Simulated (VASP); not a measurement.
# KCl (I4/mmm) in VASP: further runs

KCl is run at these levels: PBE; tasks: single point.

All numbers are computed with VASP 6.6.1; they aren't measurements. Logs are shortened: lines on timing, memory, paths and dates and some standing lists are left out, and cuts for length are marked.

## Step 1: The cell of the first run

It takes space group I4/mmm (No. 139, tetragonal). The conventional cell has a = 4.463 Å, b = 4.463 Å, c = 6.375 Å, α = 90.00°, β = 90.00°, γ = 90.00°. Within 4.2 Å of K (site symmetry 4/mmm) lie 6 Cl at 3.16 to 3.19 Å. Cl (site symmetry 4/mmm) has 6 K at 3.16 to 3.19 Å within 4.2 Å.

## Step 2: Single point, PBE (zz strain of +1 %)

INCAR

```
SYSTEM = KCl
ALGO = Normal
EDIFF = 1E-6
ENCUT = 520
GGA = PE
ISIF = 2
ISMEAR = -1
LASPH = .True.
LCHARG = .False.
LREAL = .False.
LWAVE = .False.
NBANDS = 15
NELM = 100
PREC = Accurate
SIGMA = 0.03
```

KPOINTS

```
k-points
0
Gamma
  7 7 7
  0 0 0
```

POSCAR

```
KCl
1.0
    0.0000000000      3.1561000000      3.1876610000
    3.1561000000      0.0000000000      3.1876610000
    3.1561000000      3.1561000000      0.0000000000
K Cl
1 1
Direct
    0.0000000000      0.0000000000      0.0000000000
    0.5000000000      0.5000000000      0.5000000000
```

Potentials or basis: VASP PAW PBE potentials, release 64 (K_sv, Cl).

Launch:

```
$ cat potpaw_PBE.64/K_sv/POTCAR potpaw_PBE.64/Cl/POTCAR > POTCAR
$ mpirun -np 1 vasp_std > vasp.out
```

OUTCAR:

```text
SYSTEM = KCl
   EDIFF = 1E-6
   ENCUT = 520
   GGA = PE
   ISIF = 2
   ISMEAR = -1
   LASPH = .True.
   LREAL = .False.
   NELM = 100
   PREC = Accurate

 ion  position               nearest neighbor table
   1  0.000  0.000  0.000-   2 3.16   2 3.16   2 3.16   2 3.16   2 3.19   2 3.19
   2  0.500  0.500  0.500-   1 3.16   1 3.16   1 3.16   1 3.16   1 3.19   1 3.19

  LATTYP: Found a body centered tetragonal cell.
 ALAT       =     4.4633994242
 C/A-ratio  =     1.4283556980

  Lattice vectors:

 A1 = (  -3.1561000000,   0.0000000000,   3.1876610000)
 A2 = (   3.1561000000,   0.0000000000,   3.1876610000)
 A3 = (   0.0000000000,   3.1561000000,  -3.1876610000)

Analysis of symmetry for initial positions (statically):
=====================================================================
 Subroutine PRICEL returns:
 Original cell was already a primitive cell.

 Routine SETGRP: Setting up the symmetry group for a
 body centered tetragonal supercell.

 Subroutine GETGRP returns: Found 16 space group operations
 (whereof 16 operations were pure point group operations)
 out of a pool of 16 trial point group operations.

The static configuration has the point symmetry D_4h.

Analysis of symmetry for dynamics (positions and initial velocities):
=====================================================================
 Subroutine PRICEL returns:
 Original cell was already a primitive cell.

 Routine SETGRP: Setting up the symmetry group for a
 body centered tetragonal supercell.

 Subroutine GETGRP returns: Found 16 space group operations
 (whereof 16 operations were pure point group operations)
 out of a pool of 16 trial point group operations.

The dynamic configuration has the point symmetry D_4h.

 Subroutine INISYM returns: Found 16 space group operations
 (whereof 16 operations are pure point group operations),
 and found     1 'primitive' translations

----------------------------------------------------------------------------------------

                                     Primitive cell

  volume of cell :      63.5044

  direct lattice vectors                    reciprocal lattice vectors
     0.000000000  3.156100000  3.187661000    -0.158423371  0.158423371  0.156854822
     3.156100000  0.000000000  3.187661000     0.158423371 -0.158423371  0.156854822
     3.156100000  3.156100000  0.000000000     0.158423371  0.158423371 -0.156854822

  length of vectors
     4.485771936  4.485771936  4.463399424     0.273494724  0.273494724  0.273494724

  position of ions in fractional coordinates (direct lattice)
     0.000000000  0.000000000  0.000000000
     0.500000000  0.500000000  0.500000000

  ion indices of the primitive-cell ions
   primitive index   ion index
                 1           1
                 2           2

----------------------------------------------------------------------------------------

 KPOINTS: k-points

Automatic generation of k-mesh.
 Grid dimensions read from file:
 generate k-points for:    7    7    7

 Generating k-lattice:

  Cartesian coordinates                     Fractional coordinates (reciprocal lattice)
    -0.022631910  0.022631910  0.022407832     0.142857143 -0.000000000  0.000000000
     0.022631910 -0.022631910  0.022407832    -0.000000000  0.142857143  0.000000000
     0.022631910  0.022631910 -0.022407832     0.000000000  0.000000000  0.142857143

  Length of vectors
     0.039070675  0.039070675  0.039070675

  Shift w.r.t. Gamma in fractional coordinates (k-lattice)
     0.000000000  0.000000000  0.000000000

 Subroutine IBZKPT returns following result:
 ===========================================

 Found     40 irreducible k-points:

 Following reciprocal coordinates:
            Coordinates               Weight
  0.000000  0.000000  0.000000      1.000000
  0.142857  0.000000  0.000000      8.000000
  0.285714  0.000000  0.000000      8.000000
  0.428571 -0.000000  0.000000      8.000000
  0.142857  0.142857  0.000000      2.000000
  0.285714  0.142857  0.000000      8.000000
[... 16 lines left out ...]
  0.428571  0.285714  0.142857      8.000000
 -0.428571  0.285714  0.142857     16.000000
 [... further k-points ...]
   k-points           NKPTS =     40   k-points in BZ     NKDIM =     40   number of bands    NBANDS=     15
   number of dos      NEDOS =    301   number of ions     NIONS =      2
   total plane-waves  NPLWV =  46656
   dimension x,y,z NGX =    36 NGY =   36 NGZ =   36
   dimension x,y,z NGXF=    72 NGYF=   72 NGZF=   72
   ions per type =               1   1
   NGX,Y,Z   is equivalent  to a cutoff of  13.34, 13.34, 13.41 a.u.
   NGXF,Y,Z  is equivalent  to a cutoff of  26.68, 26.68, 26.82 a.u.
 SYSTEM =  KCl
   PREC   = accura    normal or accurate (medium, high low for compatibility)
   ISTART =      0    job   : 0-new  1-cont  2-samecut
   ICHARG =      2    charge: 1-file 2-atom 10-const
   ISPIN  =      1    spin polarized calculation?
   LNONCOLLINEAR =      F non collinear calculations
   LSORBIT =      F    spin-orbit coupling
   LASPH  =      T    aspherical Exc in radial PAW
   ENCUT  =  520.0 eV  38.22 Ry    6.18 a.u.   8.34  8.34  8.30*2*pi/ulx,y,z
   NELM   =    100;   NELMIN=  2; NELMDL= -5     # of ELM steps
   EDIFF  = 0.1E-05   stopping-criterion for ELM
   LREAL  =      F    real-space projection
   EDIFFG = 0.1E-04   stopping-criterion for IOM
   NSW    =      0    number of steps for IOM
   IBRION =     -1    ionic relax: 0-MD 1-quasi-New 2-CG
   NFREE  =      0    steps in history (QN), initial steepest desc. (CG)
   ISIF   =      2    stress and relaxation
   ISYM   =      2    0-nonsym 1-usesym 2-fastsym
   POTIM  = 0.5000    time-step for ionic-motion
   TEBEG  =    0.0;   TEEND  =   0.0 temperature during run
   PSTRESS=    0.0 pullay stress
   NELECT =      16.0000    total number of electrons
   NUPDOWN=      -1.0000    fix difference up-down
   EMIN   =  10.00;   EMAX   =-10.00  energy-range for DOS
   EFERMI =   0.00;   METHOD = LEGACY
   ISMEAR =    -1;   SIGMA  =   0.03  broadening in eV -4-tet -1-fermi 0-gaus
   EFERMI_NEDOS =   21; number of points for ismear=-14 and -15
   IALGO  =     38    algorithm
   IMIX   =      4    mixing-type and parameters
     AMIX     =   0.40;   BMIX     =  1.00
     AMIX_MAG =   1.60;   BMIX_MAG =  1.00
  volume/ion in A,a.u.               =      31.75       214.27
  Fermi-wavevector in a.u.,A,eV,Ry     =   1.033984  1.953946 14.546287  1.069122
  Thomas-Fermi vector in A             =   2.168257
   LORBIT       =      0    0 simple, 1 ext, 2 COOP (PROOUT), +10 PAW based schemes
   GGA     = PE    functional components
   LHFCALC =     F    Hartree Fock is set to
   AEXX    =    0.0000 exact exchange contribution
   IVDW    =     0    specifies the selected vdW correction
   LEPSILON=     F    determine dielectric tensor
   LRPA    =     F    only Hartree local field effects (RPA)
 non-spin polarized calculation
  energy-cutoff  :      520.00
  volume of cell :       63.50
 maximum number of plane-waves:      1730
 NGX is ok and might be reduce to    36
   NGX = 17   NGY = 17   NGZ = 17

 number of electron      15.9999999 magnetization

 Free energy of the ion-electron system (eV)
  ---------------------------------------------------
  ext. energy  EPLUGINS =         0.00000000
  ---------------------------------------------------
  free energy    TOTEN  =        -6.80822119 eV

  energy without entropy =       -6.80822119  energy(sigma->0) =       -6.80822119

 E-fermi :  -1.2242     XC(G=0):  -7.4612

 val. band max:       -1.9151918193   @ k =   0.0000   0.0000   0.0000
 cond. band min:       3.2041421803   @ k =   0.0000   0.0000   0.0000
 fundamental gap:      5.1193339996
 Fermi energy:        -1.2242470275

 k-point     1 :       0.0000    0.0000    0.0000
  band No.  band energies     occupation
      1     -29.1619      2.00000
      2     -14.0137      2.00000
      3     -12.6231      2.00000
      4     -12.6220      2.00000
      5     -12.6220      2.00000
      6      -1.9208      2.00000
      7      -1.9152      2.00000
      8      -1.9152      2.00000
      9       3.2041      0.00000
     10       6.4116      0.00000
     11       6.4730      0.00000
     12       6.4730      0.00000
     13       7.2958      0.00000
     14       7.3415      0.00000
     15      10.9967      0.00000

 k-point     2 :       0.1429    0.0000    0.0000
  band No.  band energies     occupation
      1     -29.1601      2.00000
      2     -14.0515      2.00000
      3     -12.6248      2.00000
      4     -12.6234      2.00000
      5     -12.5750      2.00000
      6      -2.1503      2.00000
      7      -1.9802      2.00000
      8      -1.9773      2.00000
      9       3.6754      0.00000
     10       6.3072      0.00000
     11       6.6842      0.00000
     12       6.7209      0.00000
     13       7.5613      0.00000
     14       7.6107      0.00000
     15      11.7043      0.00000

 k-point     3 :       0.2857    0.0000    0.0000
  band No.  band energies     occupation
      1     -29.1560      2.00000
      2     -14.1289      2.00000
      3     -12.6292      2.00000
      4     -12.6266      2.00000
      5     -12.4757      2.00000
      6      -2.5935      2.00000
      7      -2.1120      2.00000
      8      -2.1107      2.00000
      9       4.7181      0.00000
     10       6.2446      0.00000
     11       7.3837      0.00000
     12       7.4139      0.00000
     13       8.2708      0.00000
     14       8.3306      0.00000
     15      11.2274      0.00000
[... 343 lines left out ...]
 k-point    23 :       0.4286    0.2857    0.1429
  band No.  band energies     occupation
      1     -29.1534      2.00000
      2     -14.0854      2.00000
      3     -12.6657      2.00000
      4     -12.6418      2.00000
      5     -12.5127      2.00000
      6      -2.6351      2.00000
      7      -2.1736      2.00000
      8      -2.1454      2.00000
      9       5.3648      0.00000
     10       5.6080      0.00000
     11       8.0667      0.00000
     12       8.0834      0.00000
     13       8.4202      0.00000
     14       8.8126      0.00000
     15      10.0177      0.00000

 k-point    24 :      -0.4286    0.2857    0.1429
  band No.  band energies     occupation
      1     -29.1510      2.00000
      2     -14.0881      2.00000
      3     -12.6805      2.00000
      4     -12.6592      2.00000
      5     -12.4941      2.00000
      6      -2.6792      2.00000
      7      -2.2975      2.00000
      8      -2.2327      2.00000
      9       5.8487      0.00000
     10       6.2142      0.00000
     11       7.8359      0.00000
     12       8.3337      0.00000
     13       8.8770      0.00000
     14       9.3984      0.00000
     15       9.8635      0.00000

 [... further k-points ...]

------------------------ aborting loop because EDIFF is reached ----------------------------------------

  FORCE on cell =-STRESS in cart. coord.  units (eV):
  Direction    XX          YY          ZZ          XY          YZ          ZX
  --------------------------------------------------------------------------------------
  -------------------------------------------------------------------------------------
  Total        0.2113805      0.2113805      0.0778728      0.0000000      0.0000000      0.0000000
  in kB        5.3330034      5.3330034      1.9646848      0.0000000      0.0000000      0.0000000
  external PRESSURE =       4.2102305 kB  Pullay stress =       0.0000000 kB

 VOLUME and BASIS-vectors are now :
 -----------------------------------------------------------------------------
  energy-cutoff  :      520.00
  volume of cell :       63.50
      direct lattice vectors                 reciprocal lattice vectors
     0.000000000  3.156100000  3.187661000    -0.158423371  0.158423371  0.156854822
     3.156100000  0.000000000  3.187661000     0.158423371 -0.158423371  0.156854822
     3.156100000  3.156100000  0.000000000     0.158423371  0.158423371 -0.156854822

 POSITION                                       TOTAL-FORCE (eV/Angst)
 -----------------------------------------------------------------------------------
      0.00000      0.00000      0.00000        -0.000000      0.000000     -0.000000
      3.15610      3.15610      3.18766         0.000000      0.000000      0.000000
 -----------------------------------------------------------------------------------
    total drift:                                0.000000      0.000000      0.000000

  FREE ENERGIE OF THE ION-ELECTRON SYSTEM (eV)
  ---------------------------------------------------
  free  energy   TOTEN  =        -6.8082211909 eV

  energy  without entropy=       -6.8082211909  energy(sigma->0) =       -6.80822119
```

Run time: 17 s. Hardware: 1 thread of Intel Xeon 6975P-C (Granite Rapids), shared host; peak memory 0.21 GiB.

What came out:

```yaml
Free_energy: -6.8082 eV
Pressure: 0.4 GPa
Band_gap_on_the_k_mesh: 5.12 eV, direct
```

Caveat: the cell differs from its parent crystal (zz strain of +1 %).

## Step 3: Single point, PBE (zz strain of +3 %)

INCAR

```
SYSTEM = KCl
PREC = Accurate
ENCUT = 520
EDIFF = 1E-7
ISMEAR = -1
SIGMA = 0.03
LREAL = .FALSE.
LASPH = .TRUE.
NELM = 80
ALGO = Normal
ISIF = 2
LWAVE = .FALSE.
LCHARG = .FALSE.
GGA = PE
NBANDS = 15
```

KPOINTS

```
regular mesh
0
G
  7 7 7
  0 0 0
```

POSCAR

```
KCl
1.0
    0.0000000000      3.1561000000      3.2507830000
    3.1561000000      0.0000000000      3.2507830000
    3.1561000000      3.1561000000      0.0000000000
K Cl
1 1
Direct
    0.0000000000      0.0000000000      0.0000000000
    0.5000000000      0.5000000000      0.5000000000
```

Potentials or basis: VASP PAW PBE potentials, release 64 (K_sv, Cl).

Launch:

```
$ cat potpaw_PBE.64/K_sv/POTCAR potpaw_PBE.64/Cl/POTCAR > POTCAR
$ mpirun -np 1 vasp_std > vasp.out
```

It took 21 s on 1 thread of Intel Xeon 6975P-C (Granite Rapids), shared host; peak memory 0.21 GiB.

Results (log left out):

| Item | Value |
| --- | --- |
| Free energy | -6.8074 eV |
| Pressure | 0.1 GPa |
| Band gap on the k mesh | 5.05 eV, direct |

Stress tensor (GPa, compression positive):
```
 0.40  0.00  0.00
 0.00  0.40  0.00
 0.00  0.00 -0.47
```

Levels at points of the mesh, in eV from the valence-band top:
```
           k point  band 4  band 5  band 6  band 7  band 8  band 9  band 10  band 11  band 12  band 13
(0.00, 0.00, 0.00)  -10.76  -10.76   -0.01    0.00    0.00    5.05     8.23     8.41     8.41     9.15
```

Caveat: the cell differs from its parent crystal (zz strain of +3 %).
